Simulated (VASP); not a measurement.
Crystal: ZnAu.

```
CELL_PARAMETERS angstrom
3.14700 0.00000 0.00000
0.00000 3.14700 0.00000
0.00000 0.00000 3.14700
ATOMIC_POSITIONS crystal
Zn 0.50000 0.50000 0.50000
Au 0.00000 0.00000 0.00000
```

Base run:

* Program: VASP 6.6.1
* Functional: PBE
* Potentials or basis: VASP PAW PBE potentials, release 64 (Zn, Au)
* Cutoff: 520 eV
* k mesh: 10 × 10 × 10
* Occupations: fermi-dirac, width 0.15 eV
* Spin: no spin polarisation

Its results: pressure 5.0 GPa.

Problem. The run is repeated on the same cell with these changes: functional from PBE to PBEsol. What comes out?

Solution. Pressure -2.3 GPa.

PBEsol binds more tightly than PBE, so the same cell stands under less pressure.

Caveats: the PAW data sets were made with another functional, which shifts forces and pressure a little (some runs).
